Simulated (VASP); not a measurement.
Write the native input for VASP 6.6.1 that does the following.

```
Task                   : relaxation of cell and atoms
Functional             : PBE
Potentials or basis    : VASP PAW PBE potentials, release 64 (Al, H)
Cutoff                 : 600 eV
k mesh                 : 16 × 16 × 18
Occupations            : gaussian, width 0.1 eV
Spin                   : no spin polarisation
Dipole correction      : no
Further INCAR settings : ALGO = Normal; EDIFF = 1e-06; IBRION = 2; EDIFFG = -0.01; NSW = 100; ISIF = 3
```

The structure of AlH2 lies in POSCAR:

```
AlH2
1.0
    1.9218530624     -2.5965354449      0.0000000000
    1.9218530624      2.5965354449      0.0000000000
    0.0000000000      0.0000000000      2.6822368734
Al H
1 2
Direct
    0.5000000000      0.5000000000      0.5000000000
    0.8550045801      0.1449954199      0.5000000000
    0.1449954199      0.8550045801      0.5000000000
```

The cell was generated, and may not be a known phase.

The input as run:

INCAR

```
SYSTEM = AlH2
ALGO = Normal ; EDIFF = 1E-6
EDIFFG = -0.01 ; ENCUT = 600
GGA = PE ; IBRION = 2
ISIF = 3 ; ISMEAR = 0
LASPH = .TRUE. ; LCHARG = .FALSE.
LREAL = .FALSE. ; LWAVE = .FALSE.
NELM = 80 ; NSW = 100
PREC = Accurate ; SIGMA = 0.1
```

KPOINTS

```
k-points
0
G
  16 16 18
  0 0 0
```

Potentials or basis: VASP PAW PBE potentials, release 64 (Al, H).

Run with:

```bash
$ cat potpaw_PBE.64/Al/POTCAR potpaw_PBE.64/H/POTCAR > POTCAR
$ mpirun -np 1 vasp_std > vasp.out
```

Results of the run:

- Relaxed volume: 8.91 Å³/atom
- Relaxed cell: a = 3.205 Å, b = 3.205 Å, c = 2.719 Å, α = 90.00°, β = 90.00°, γ = 106.74°
- Space group after relaxing (to 0.1 Å): Cmmm (No. 65)
- Energy gained by relaxing: 1.6 meV/atom
- Ionic steps: 8
- Pressure after relaxing: 0.0 GPa
- Largest force after relaxing: 0.005 eV/Å
- Band gap on the k mesh: zero (an odd number of electrons rules out a gap without spin polarisation)

Caveat: an odd number of electrons without spin polarisation forces a metal; a magnetic or distorted state may lie lower.

Run time: 8.6 min on 1 thread of AMD EPYC 7R43 64-Core Processor (Zen 3), with other jobs on the host, peak memory 0.25 GiB.
